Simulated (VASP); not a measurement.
The system is BeS.

```
Be S
1.0
     0.00000    2.53168    2.35552
     2.53168    0.00000    2.35552
     2.53168    2.53168    0.00000
Be S
1 1
Direct
  0.00000 0.00000 0.00000
  0.25000 0.25000 0.25000
```

This cell differs from its parent crystal: epitaxial xy strain +4.0%.

Base run:

```yaml
Program: VASP 6.6.1
Functional: HSE06
Potentials_or_basis: VASP PAW PBE potentials, release 64 (Be, S)
Cutoff: 520 eV
k_mesh: 6 × 6 × 6
Occupations: gaussian, width 0.01 eV
Spin: no spin polarisation
```

Its results: band gap on the k mesh 3.63 eV, indirect (least direct gap 6.32 eV); pressure -5.1 GPa.

**Question.** The run is repeated on the same cell with these changes: functional from HSE06 to PBE. What comes out?

**Answer.** Band gap on the k mesh 2.70 eV, indirect (least direct gap 5.17 eV); pressure -3.5 GPa.

HSE06 gives the wider gap, since exact exchange removes part of the self-interaction.

Caveats: the PAW data sets were made with another functional, which shifts forces and pressure a little (some runs).

A k mesh can miss the band edges.
